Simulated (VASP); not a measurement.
NaCl, 2 atoms in the cell. It takes space group Fm-3m (No. 225, cubic). Conventional cell: a = 5.639 Å, b = 5.639 Å, c = 5.639 Å, α = 90.00°, β = 90.00°, γ = 90.00°. Within 3.7 Å of Na (site symmetry m-3m) lie 6 Cl at 2.82 Å. Cl (site symmetry m-3m) has 6 Na at 2.82 Å within 3.7 Å.  This cell differs from its parent crystal: phonons at volume x 1.02.

```yaml
Program: VASP 6.6.1
Task: vibrations by perturbation theory
Functional: PBEsol
Potentials_or_basis: VASP PAW PBE potentials, release 64 (Na_pv, Cl)
Cutoff: 520 eV
k_mesh: 8 × 8 × 8
Occupations: gaussian, width 0.01 eV
Spin: no spin polarisation
Dipole_correction: no
Further_INCAR_settings: ALGO = Normal; EDIFF = 1e-08; IBRION = 8; NSW = 1
```

Potentials or basis: VASP PAW PBE potentials, release 64 (Na_pv, Cl).

Launch:

```bash
$ cat potpaw_PBE.64/Na_pv/POTCAR potpaw_PBE.64/Cl/POTCAR > POTCAR
$ mpirun -np 1 vasp_std > vasp.out
```

Hardware: 1 thread of Intel(R) Xeon(R) 6975P-C (Granite Rapids), on a shared host.

**Question.** How long does it take, and how much memory?

**Answer.** It took 2.7 min on 1 thread of Intel(R) Xeon(R) 6975P-C (Granite Rapids), on a shared host, peak memory 0.23 GiB. Counts: scf iterations 151, k points 29.
